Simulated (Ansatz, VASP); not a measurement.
## Two plane-wave programs on Hg

```
CELL_PARAMETERS angstrom
0.00000 2.39191 2.39191
2.39191 0.00000 2.39191
2.39191 2.39191 0.00000
ATOMIC_POSITIONS crystal
Hg 0.98900 0.44300 0.92900
```

Alike in both runs: task single point; functional BLYP; k mesh 8 × 8 × 8; occupations gaussian, width 0.1 eV; no spin polarisation.

|  | VASP | Ansatz |
| --- | --- | --- |
| version | VASP 6.6.1 | Ansatz 0.2.0 |
| potentials or method | VASP PAW PBE potentials, release 64 (Hg), cutoff 520 eV | scalar-relativistic, plane waves, PAW |
| valence electrons in the cell | 12 | 20 |

|  | VASP | Ansatz | Ansatz less VASP |
| --- | --- | --- | --- |
| gap on the k mesh at the Fermi level (eV) | none | none | - |
| pressure (GPa) | 6.2 | 6.0 | -0.21 |

VASP's potentials were made for PBE, not for BLYP. A gap of «none» marks a metal or a gap that the smearing closes. With one functional, cell and mesh, what is left measures potentials, basis and numerics. VASP's potentials hold 12 valence electrons a cell and Ansatz's 20, so a difference there can come from the potentials and not from the codes. Ansatz's warnings: force scf threshold loose, stress scf threshold loose.

Spin-orbit coupling is off throughout.
